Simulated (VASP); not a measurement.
Write the native input for VASP 6.6.1 that does the following.

```
Task                   : single point
Functional             : PBE
Potentials or basis    : VASP PAW PBE potentials, release 64 (Zn, Se)
Cutoff                 : 520 eV
k mesh                 : 3 × 3 × 3
Occupations            : gaussian, width 0.2 eV
Spin                   : no spin polarisation
Dipole correction      : no
Further INCAR settings : ALGO = Normal; EDIFF = 1e-06; NBANDS = 37
```

The structure of ZnSe7 lies in POSCAR:

```
ZnSe7
1.0
    5.6154630930      0.0000000000      0.0000000000
    0.0000000000      5.6154630930      0.0000000000
    0.0000000000      0.0000000000      5.6154630930
Zn Se
1 7
Direct
    0.5000000000      0.5000000000      0.5000000000
    0.0000000000      0.5000000000      0.5000000000
    0.5000000000      0.0000000000      0.5000000000
    0.5000000000      0.5000000000      0.0000000000
    0.0000000000      0.0000000000      0.0000000000
    0.5000000000      0.0000000000      0.0000000000
    0.0000000000      0.5000000000      0.0000000000
    0.0000000000      0.0000000000      0.5000000000
```

The cell was generated, and may not be a known phase.

One way to write it, as run:

INCAR

```
PREC = Accurate
ENCUT = 520
EDIFF = 1E-6
ISMEAR = 0
SIGMA = 0.2
LREAL = F
LASPH = T
NELM = 100
ALGO = Normal
ISIF = 2
LWAVE = F
LCHARG = F
GGA = PE
NBANDS = 37
```

KPOINTS

```
Automatic mesh
0
Gamma
  3 3 3
```

Potentials or basis: VASP PAW PBE potentials, release 64 (Zn, Se).

The run is started by

```sh
$ cat potpaw_PBE.64/Zn/POTCAR potpaw_PBE.64/Se/POTCAR > POTCAR
$ mpirun -np 1 vasp_std > vasp.out
```

Results of the run:

```
Pressure               : -0.3 GPa
Band gap on the k mesh : zero (bands 27 and 28 overlap by 1.92 eV)
```

Caveat: the k points lie up to 0.37 Å⁻¹ apart, too coarse for converged energies and pressures of a metal.

Wall time 17 s on 1 thread of Intel(R) Xeon(R) 6975P-C (Granite Rapids), with other jobs on the host, peak memory 0.24 GiB.
